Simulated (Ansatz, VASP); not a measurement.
**NaF: VASP beside Ansatz**

```
Na F
1.0
     0.00000    2.26522    2.43947
     2.26522    0.00000    2.43947
     2.26522    2.26522    0.00000
Na F
1 1
Direct
  0.00000 0.00000 0.00000
  0.50000 0.50000 0.50000
```

Change from the starting cell: strain -0.025 along x and y, +0.050 along z, atoms carried along.

Alike in both runs: task single point; functional PBE; k mesh 8 × 8 × 8; occupations gaussian, width 0.05 eV; no spin polarisation.

|  | VASP | Ansatz |
| --- | --- | --- |
| version | VASP 6.6.1 | Ansatz 0.2.0 |
| potentials or method | VASP PAW PBE potentials, release 64 (Na_pv, F), cutoff 520 eV | scalar-relativistic, plane waves, PAW |
| valence electrons in the cell | 14 | 16 |

Ansatz gave:

| Item | Value |
| --- | --- |
| gap on the k mesh at the Fermi level (eV) | 6.27 |
| least direct gap on the mesh (eV) | 6.27 |
| pressure (GPa) | 2.4 |
| traceless stress, the component that is largest in VASP (GPa) | -3.69 |

Question: Which values does VASP return?

Answer: gap on the k mesh at the Fermi level (eV): 6.26; least direct gap on the mesh (eV): 6.26; pressure (GPa): 2.3; traceless stress, the component that is largest in VASP (GPa): -3.81.

VASP's potentials hold 14 valence electrons a cell and Ansatz's 16, so a difference there can come from the potentials and not from the codes.
